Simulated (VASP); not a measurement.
PbS:

```
Pb S
1.0
     2.11266    1.21975    3.45192
    -2.11266    1.21975    3.45192
     0.00000   -2.43949    3.45192
Pb S
1 1
Direct
  0.98057 0.98057 0.98057
  0.47504 0.47504 0.47504
```

| Item | Value |
| --- | --- |
| Program | VASP 6.6.1 |
| Task | relaxation of cell and atoms |
| Functional | PBE |
| Dispersion | D3(BJ) |
| Potentials or basis | VASP PAW PBE potentials, release 64 (Pb_d, S) |
| Cutoff | 600 eV |
| k mesh | 12 × 12 × 12 |
| Occupations | gaussian, width 0.02 eV |
| Spin | no spin polarisation |

At the start: pressure -1.1 GPa; volume 26.69 Å³/atom.

Task: How do energy, volume and symmetry change on relaxing?

Result: Over 13 steps the energy falls by 2.4 meV/atom and the volume is 26.12 Å³/atom (-2.1 %); space group Fm-3m (No. 225, to 0.05 Å).

Step by step:
| step | energy change (eV) | largest force (eV/Å) | pressure (GPa) | volume (Å³) |
| --- | --- | --- | --- | --- |
| 1 | 0.0000 | 0.0210 | -1.14 | 53.37 |
| 2 | -0.0036 | 0.0350 | 0.40 | 51.92 |
| 3 | -0.0040 | 0.0317 | 0.01 | 52.27 |
| 4 | -0.0041 | 0.0298 | 0.01 | 52.26 |
| 5 | -0.0044 | 0.0243 | 0.02 | 52.25 |
| 6 | -0.0047 | 0.0143 | 0.02 | 52.22 |
| 7 | -0.0048 | 0.0054 | 0.07 | 52.17 |
| 8 | -0.0049 | 0.0015 | 0.05 | 52.19 |
| 9 | -0.0047 | 0.0007 | -0.22 | 52.43 |
| 10 | -0.0049 | 0.0008 | -0.01 | 52.24 |
| 11 | -0.0049 | 0.0005 | -0.02 | 52.25 |
| 12 | -0.0049 | 0.0010 | -0.02 | 52.25 |
| 13 | -0.0049 | 0.0000 | 0.00 | 52.23 |

Final structure:
```yaml
crystal:
  lattice:
    - [2.09825, 1.21143, 3.42464]
    - [-2.09825, 1.21143, 3.42464]
    - [0.00000, -2.42285, 3.42464]
  atoms:
    - { symbol: Pb, position: [0.97780, 0.97780, 0.97780] }
    - { symbol: S, position: [0.47780, 0.47780, 0.47780] }
```
